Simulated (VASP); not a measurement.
# Ta2N (P-3m1) in VASP: a series of runs

Ta2N is run at these levels: LDA; tasks: single point.

All numbers are computed with VASP 6.6.1; they aren't measurements. Logs are shortened: lines on timing, memory, paths and dates and some standing lists are left out, and cuts for length are marked.

## (1) The cell of the first run

It takes space group P-3m1 (No. 164, trigonal). The conventional cell has a = 3.035 Å, b = 3.035 Å, c = 4.873 Å, α = 90.00°, β = 90.00°, γ = 120.00°. Ta (site symmetry 3m) has 3 N at 2.14 Å within 2.8 Å. Within 2.8 Å of N (site symmetry -3m) lie 6 Ta at 2.14 Å.

## (2) Single point, LDA (12.96 Å³/atom)

The input, INCAR:

```
ALGO = Normal
EDIFF = 1E-6
ENCUT = 520
GGA = CA
ISIF = 2
ISMEAR = 0
LASPH = T
LCHARG = F
LREAL = F
LWAVE = F
NBANDS = 20
NELM = 100
PREC = Accurate
SIGMA = 0.15
```

The input, KPOINTS:

```
k-points
0
Gamma
  18 18 10
```

The input, POSCAR:

```
Ta2N
1.0
    3.0347106991      0.0000000000      0.0000000000
   -1.5173553496      2.6281365585      0.0000000000
    0.0000000000      0.0000000000      4.8731384406
Ta N
2 1
Direct
    0.6666666667      0.3333333333      0.7466885012
    0.3333333333      0.6666666667      0.2533114988
    0.0000000000      0.0000000000      0.0000000000
```

Potentials or basis: VASP PAW LDA potentials, release 64 (Ta_pv, N).

On the command line:

```bash
cat potpaw_LDA.64/Ta_pv/POTCAR potpaw_LDA.64/N/POTCAR > POTCAR
mpirun -np 1 vasp_std > vasp.out
```

OUTCAR:

```text
EDIFF = 1E-6
   ENCUT = 520
   GGA = CA
   ISIF = 2
   ISMEAR = 0
   LASPH = T
   LREAL = F
   NELM = 100
   PREC = Accurate

 ion  position               nearest neighbor table
   1  0.667  0.333  0.747-   3 2.14   3 2.14   3 2.14   2 2.97   2 2.97   2 2.97   2 3.03   2 3.03
                             2 3.03
   2  0.333  0.667  0.253-   3 2.14   3 2.14   3 2.14   1 2.97   1 2.97   1 2.97   1 3.03   1 3.03
                             1 3.03
   3  0.000  0.000  0.000-   1 2.14   2 2.14   2 2.14   1 2.14   1 2.14   2 2.14

  LATTYP: Found a hexagonal cell.
 ALAT       =     3.0347106991
 C/A-ratio  =     1.6058000000

  Lattice vectors:

 A1 = (   3.0347106991,   0.0000000000,   0.0000000000)
 A2 = (  -1.5173553496,   2.6281365585,   0.0000000000)
 A3 = (   0.0000000000,   0.0000000000,   4.8731384406)

Analysis of symmetry for initial positions (statically):
=====================================================================
 Subroutine PRICEL returns:
 Original cell was already a primitive cell.

 Routine SETGRP: Setting up the symmetry group for a
 hexagonal supercell.

 Subroutine GETGRP returns: Found 12 space group operations
 (whereof 12 operations were pure point group operations)
 out of a pool of 24 trial point group operations.

The static configuration has the point symmetry D_3d.

Analysis of symmetry for dynamics (positions and initial velocities):
=====================================================================
 Subroutine PRICEL returns:
 Original cell was already a primitive cell.

 Routine SETGRP: Setting up the symmetry group for a
 hexagonal supercell.

 Subroutine GETGRP returns: Found 12 space group operations
 (whereof 12 operations were pure point group operations)
 out of a pool of 24 trial point group operations.

The dynamic configuration has the point symmetry D_3d.

 Subroutine INISYM returns: Found 12 space group operations
 (whereof 12 operations are pure point group operations),
 and found     1 'primitive' translations

----------------------------------------------------------------------------------------

                                     Primitive cell

  volume of cell :      38.8664

  direct lattice vectors                    reciprocal lattice vectors
     3.034710699  0.000000000  0.000000000     0.329520702  0.190248866  0.000000000
    -1.517355350  2.628136559  0.000000000     0.000000000  0.380497732  0.000000000
     0.000000000  0.000000000  4.873138441     0.000000000  0.000000000  0.205206565

  length of vectors
     3.034710699  3.034710699  4.873138441     0.380497732  0.380497732  0.205206565

  position of ions in fractional coordinates (direct lattice)
     0.666666667  0.333333333  0.746688501
     0.333333333  0.666666667  0.253311499
     0.000000000  0.000000000  0.000000000

  ion indices of the primitive-cell ions
   primitive index   ion index
                 1           1
                 2           2
                 3           3

----------------------------------------------------------------------------------------

 KPOINTS: k-points

Automatic generation of k-mesh.
 Grid dimensions read from file:
 generate k-points for:   18   18   10

 Generating k-lattice:

  Cartesian coordinates                     Fractional coordinates (reciprocal lattice)
     0.018306706  0.010569381  0.000000000     0.055555556 -0.000000000  0.000000000
     0.000000000  0.021138763  0.000000000     0.000000000  0.055555556  0.000000000
     0.000000000  0.000000000  0.020520656     0.000000000  0.000000000  0.100000000

  Length of vectors
     0.021138763  0.021138763  0.020520656

  Shift w.r.t. Gamma in fractional coordinates (k-lattice)
     0.000000000  0.000000000  0.000000000

 Subroutine IBZKPT returns following result:
 ===========================================

 Found    330 irreducible k-points:

 Following reciprocal coordinates:
            Coordinates               Weight
  0.000000  0.000000  0.000000      1.000000
  0.055556 -0.000000  0.000000      6.000000
  0.111111 -0.000000  0.000000      6.000000
  0.166667 -0.000000  0.000000      6.000000
  0.222222 -0.000000  0.000000      6.000000
  0.277778 -0.000000  0.000000      6.000000
[... 16 lines left out ...]
  0.333333  0.111111  0.000000     12.000000
  0.388889  0.111111  0.000000     12.000000
 [... further k-points ...]
   k-points           NKPTS =    330   k-points in BZ     NKDIM =    330   number of bands    NBANDS=     20
   number of dos      NEDOS =    301   number of ions     NIONS =      3
   total plane-waves  NPLWV =  20736
   dimension x,y,z NGX =    24 NGY =   24 NGZ =   36
   dimension x,y,z NGXF=    48 NGYF=   48 NGZF=   72
   ions per type =               2   1
   NGX,Y,Z   is equivalent  to a cutoff of  13.15, 13.15, 12.28 a.u.
   NGXF,Y,Z  is equivalent  to a cutoff of  26.30, 26.30, 24.56 a.u.
 SYSTEM =  unknown system
   PREC   = accura    normal or accurate (medium, high low for compatibility)
   ISTART =      0    job   : 0-new  1-cont  2-samecut
   ICHARG =      2    charge: 1-file 2-atom 10-const
   ISPIN  =      1    spin polarized calculation?
   LNONCOLLINEAR =      F non collinear calculations
   LSORBIT =      F    spin-orbit coupling
   LASPH  =      T    aspherical Exc in radial PAW
   ENCUT  =  520.0 eV  38.22 Ry    6.18 a.u.   5.64  5.64  9.06*2*pi/ulx,y,z
   NELM   =    100;   NELMIN=  2; NELMDL= -5     # of ELM steps
   EDIFF  = 0.1E-05   stopping-criterion for ELM
   LREAL  =      F    real-space projection
   EDIFFG = 0.1E-04   stopping-criterion for IOM
   NSW    =      0    number of steps for IOM
   IBRION =     -1    ionic relax: 0-MD 1-quasi-New 2-CG
   NFREE  =      0    steps in history (QN), initial steepest desc. (CG)
   ISIF   =      2    stress and relaxation
   ISYM   =      2    0-nonsym 1-usesym 2-fastsym
   POTIM  = 0.5000    time-step for ionic-motion
   TEBEG  =    0.0;   TEEND  =   0.0 temperature during run
   PSTRESS=    0.0 pullay stress
   NELECT =      27.0000    total number of electrons
   NUPDOWN=      -1.0000    fix difference up-down
   EMIN   =  10.00;   EMAX   =-10.00  energy-range for DOS
   EFERMI =   0.00;   METHOD = LEGACY
   ISMEAR =     0;   SIGMA  =   0.15  broadening in eV -4-tet -1-fermi 0-gaus
   EFERMI_NEDOS =   21; number of points for ismear=-14 and -15
   IALGO  =     38    algorithm
   IMIX   =      4    mixing-type and parameters
     AMIX     =   0.40;   BMIX     =  1.00
     AMIX_MAG =   1.60;   BMIX_MAG =  1.00
  volume/ion in A,a.u.               =      12.96        87.43
  Fermi-wavevector in a.u.,A,eV,Ry     =   1.449900  2.739914 28.602310  2.102210
  Thomas-Fermi vector in A             =   2.567574
   LORBIT       =      0    0 simple, 1 ext, 2 COOP (PROOUT), +10 PAW based schemes
   GGA     = CA    functional components
   LHFCALC =     F    Hartree Fock is set to
   AEXX    =    0.0000 exact exchange contribution
   IVDW    =     0    specifies the selected vdW correction
   LEPSILON=     F    determine dielectric tensor
   LRPA    =     F    only Hartree local field effects (RPA)
 non-spin polarized calculation
 Gauss-broadening in eV      SIGMA  =   0.15
  energy-cutoff  :      520.00
  volume of cell :       38.87
 maximum number of plane-waves:      1087
 NGX is ok and might be reduce to    24
   NGX = 11   NGY = 11   NGZ = 19

 number of electron      27.0000001 magnetization

 Free energy of the ion-electron system (eV)
  ---------------------------------------------------
  ext. energy  EPLUGINS =         0.00000000
  ---------------------------------------------------
  free energy    TOTEN  =       -37.64725857 eV

  energy without entropy =      -37.63379990  energy(sigma->0) =      -37.64052924

 E-fermi :   7.7787     XC(G=0): -13.3085

 val. band max:        7.7785286064   @ k =   0.0556   0.0556   0.1000
 cond. band min:       7.7810614767   @ k =  -0.0556   0.5000   0.3000
 fundamental gap:      0.0025328703
 Fermi energy:         7.7787074483

 k-point     1 :       0.0000    0.0000    0.0000
  band No.  band energies     occupation
      1     -27.7078      2.00000
      2     -26.7943      2.00000
      3     -26.7943      2.00000
      4     -26.6656      2.00000
      5     -26.6656      2.00000
      6     -26.5967      2.00000
[... 12 lines left out ...]
     19       9.0597      0.00000
     20      13.1395      0.00000

 k-point     2 :       0.0556   -0.0000    0.0000
  band No.  band energies     occupation
      1     -27.6968      2.00000
      2     -26.8191      2.00000
      3     -26.8030      2.00000
      4     -26.6903      2.00000
      5     -26.6677      2.00000
      6     -26.6002      2.00000
[... 12 lines left out ...]
     19       9.3373      0.00000
     20      13.1689      0.00000

 k-point     3 :       0.1111   -0.0000    0.0000
  band No.  band energies     occupation
      1     -27.6643      2.00000
      2     -26.8903      2.00000
      3     -26.8270      2.00000
      4     -26.7598      2.00000
      5     -26.6745      2.00000
      6     -26.6109      2.00000
[... 12 lines left out ...]
     19      10.0431      0.00000
     20      13.1179      0.00000

 k-point     4 :       0.1667   -0.0000    0.0000
  band No.  band energies     occupation
      1     -27.6128      2.00000
      2     -26.9993      2.00000
      3     -26.8625      2.00000
      4     -26.8620      2.00000
      5     -26.6866      2.00000
      6     -26.6297      2.00000
[... 12 lines left out ...]
     19      11.0183      0.00000
     20      12.9117      0.00000

 k-point     5 :       0.2222   -0.0000    0.0000
  band No.  band energies     occupation
      1     -27.5463      2.00000
      2     -27.1320      2.00000
      3     -26.9829      2.00000
      4     -26.9029      2.00000
      5     -26.7032      2.00000
      6     -26.6572      2.00000
[... 12 lines left out ...]
     19      11.9594      0.00000
     20      12.7004      0.00000
[... 353 lines left out ...]
      6     -26.7050      2.00000
[... 12 lines left out ...]
     19      12.5760      0.00000
     20      13.0848      0.00000

 k-point    22 :       0.2778    0.1111    0.0000
  band No.  band energies     occupation
      1     -27.4306      2.00000
      2     -27.3261      2.00000
      3     -27.2392      2.00000
      4     -26.9975      2.00000
      5     -26.7973      2.00000
      6     -26.7490      2.00000
[... 12 lines left out ...]
     19      12.6589      0.00000
     20      13.4300      0.00000

 k-point    23 :       0.3333    0.1111    0.0000
  band No.  band energies     occupation
      1     -27.5092      2.00000
      2     -27.3147      2.00000
      3     -27.2513      2.00000
      4     -27.0458      2.00000
      5     -26.8179      2.00000
      6     -26.7968      2.00000
[... 12 lines left out ...]
     19      12.7248      0.00000
     20      13.2113      0.00000

 k-point    24 :       0.3889    0.1111    0.0000
  band No.  band energies     occupation
      1     -27.5694      2.00000
      2     -27.3483      2.00000
      3     -27.1958      2.00000
      4     -27.0770      2.00000
      5     -26.8439      2.00000
      6     -26.8277      2.00000
[... 12 lines left out ...]
     19      12.7471      0.00000
     20      12.9645      0.00000

 [... further k-points ...]
[... 5 lines left out ...]
  --------------------------------------------------------------------------------------
  -------------------------------------------------------------------------------------
  Total        0.8789190      0.8789190     -0.5618374     -0.0000000      0.0000000      0.0000000
  in kB       36.2314299     36.2314299    -23.1604659     -0.0000000      0.0000000      0.0000000
  external PRESSURE =      16.4341313 kB  Pullay stress =       0.0000000 kB

 VOLUME and BASIS-vectors are now :
 -----------------------------------------------------------------------------
  energy-cutoff  :      520.00
  volume of cell :       38.87
      direct lattice vectors                 reciprocal lattice vectors
     3.034710699  0.000000000  0.000000000     0.329520702  0.190248866  0.000000000
    -1.517355350  2.628136559  0.000000000     0.000000000  0.380497732  0.000000000
     0.000000000  0.000000000  4.873138441     0.000000000  0.000000000  0.205206565

 POSITION                                       TOTAL-FORCE (eV/Angst)
 -----------------------------------------------------------------------------------
      1.51736      0.87605      3.63872        -0.000000      0.000000     -0.274267
     -0.00000      1.75209      1.23442         0.000000     -0.000000      0.274267
      0.00000      0.00000      0.00000         0.000000      0.000000     -0.000000
 -----------------------------------------------------------------------------------
    total drift:                                0.000000     -0.000000      0.000000

  FREE ENERGIE OF THE ION-ELECTRON SYSTEM (eV)
  ---------------------------------------------------
  free  energy   TOTEN  =       -37.6472585656 eV

  energy  without entropy=      -37.6337999048  energy(sigma->0) =      -37.64052924
```

Run time: 1.8 min. Hardware: 1 thread of Intel Xeon 6975P-C (Granite Rapids), shared host; peak memory 0.32 GiB.

What came out:

| Quantity | Value |
| --- | --- |
| Free energy | -37.6473 eV |
| Pressure | 1.6 GPa |
| Largest force | 0.274 eV/Å |
| Band gap on the k mesh | zero (an odd number of electrons rules out a gap without spin polarisation) |

Forces in eV/Å, atoms in the order of the input:
```
Ta   0.000  0.000 -0.274
Ta   0.000  0.000  0.274
N    0.000  0.000  0.000
```

Stress tensor (GPa, compression positive):
```
 3.62  0.00  0.00
 0.00  3.62  0.00
 0.00  0.00 -2.32
```

Caveat: spin-orbit coupling is left out, which moves the levels of the heavy elements.

## (3) Single point, LDA (12.96 Å³/atom)

The input, INCAR:

```
PREC = Accurate
ENCUT = 520
EDIFF = 1E-7
ISMEAR = 0
SIGMA = 0.15
LREAL = False
LASPH = True
NELM = 100
ALGO = Normal
ISIF = 2
LWAVE = False
LCHARG = True
LELF = True
LVHAR = True
NBANDS = 20
```

The input, KPOINTS:

```
regular mesh
0
Gamma
  18 18 10
```

The input, POSCAR:

```
Ta2N
1.0
    3.1447949734      0.0000000000      0.0000000000
   -1.5723974867      2.7234723367      0.0000000000
    0.0000000000      0.0000000000      4.5379391466
Ta N
2 1
Direct
    0.6666666667      0.3333333333      0.7466885012
    0.3333333333      0.6666666667      0.2533114988
    0.0000000000      0.0000000000      0.0000000000
```

Potentials or basis: VASP PAW LDA potentials, release 64 (Ta_pv, N).

On the command line:

```bash
cat potpaw_LDA.64/Ta_pv/POTCAR potpaw_LDA.64/N/POTCAR > POTCAR
mpirun -np 1 vasp_std > vasp.out
```

It took 99 s on 1 thread of Intel Xeon 6975P-C (Granite Rapids), shared host; peak memory 0.32 GiB.

It converged, with:

```
Free energy            : -37.5327 eV
Pressure               : 2.4 GPa
Largest force          : 0.534 eV/Å
Band gap on the k mesh : zero (an odd number of electrons rules out a gap without spin polarisation)
```

Forces on the atoms (eV/Å):
```
Ta   0.000  0.000  0.534
Ta   0.000  0.000 -0.534
N    0.000  0.000  0.000
```

Stress tensor (GPa, compression positive):
```
-4.51  0.00  0.00
 0.00 -4.51  0.00
 0.00  0.00 16.11
```

Levels at points of the mesh, in eV from the Fermi level:
| k point | band 9 | band 10 | band 11 | band 12 | band 13 | band 14 | band 15 | band 16 | band 17 | band 18 |
| --- | --- | --- | --- | --- | --- | --- | --- | --- | --- | --- |
| (0.00, 0.00, 0.00) | -6.53 | -6.53 | -4.47 | -0.23 | -0.23 | -0.17 | -0.17 | 0.15 | 0.46 | 1.34 |
| (0.50, 0.00, 0.00) | -6.67 | -6.22 | -4.67 | -2.67 | -1.30 | 1.42 | 2.89 | 3.77 | 4.05 | 4.14 |
| (0.00, 0.00, 0.50) | -6.78 | -6.78 | -2.22 | -2.06 | -1.53 | -1.53 | 2.17 | 2.31 | 2.64 | 2.64 |
| (0.50, 0.00, 0.50) | -6.48 | -6.31 | -3.04 | -2.06 | -1.97 | 0.32 | 0.58 | 2.85 | 3.21 | 3.88 |

Caveat: spin-orbit coupling is left out, which moves the levels of the heavy elements.
